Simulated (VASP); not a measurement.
Y, 1 atom in the cell. Symmetry: P6/mmm, No. 191, hexagonal system. The conventional cell has a = 3.136 Å, b = 3.136 Å, c = 2.966 Å, α = 90.00°, β = 90.00°, γ = 120.00°. Y (site symmetry 6/mmm) has 8 Y at 2.97 to 3.14 Å within 3.9 Å.  This cell differs from its parent crystal: volume scaled by 0.75.

```yaml
Program: VASP 6.6.1
Task: single point
Functional: PBE
Potentials_or_basis: VASP PAW PBE potentials, release 64 (Y_sv)
Cutoff: 520 eV
k_mesh: 14 × 14 × 13
Occupations: fermi-dirac, width 0.05 eV
Spin: no spin polarisation
Dipole_correction: no
Further_INCAR_settings: ALGO = Normal; EDIFF = 1e-06; NBANDS = 12
```

Potentials or basis: VASP PAW PBE potentials, release 64 (Y_sv).

Run with:

```bash
$ cat potpaw_PBE.64/Y_sv/POTCAR > POTCAR
$ mpirun -np 1 vasp_std > vasp.out
```

Hardware: 1 thread of AMD EPYC 9R45 96-Core Processor (Zen 5), on a shared host.

Q: Estimate the wall time of this run.

A: Run time: 22 s on 1 thread of AMD EPYC 9R45 96-Core Processor (Zen 5), on a shared host, peak memory 0.16 GiB. Counts: scf iterations 11, k points 168.
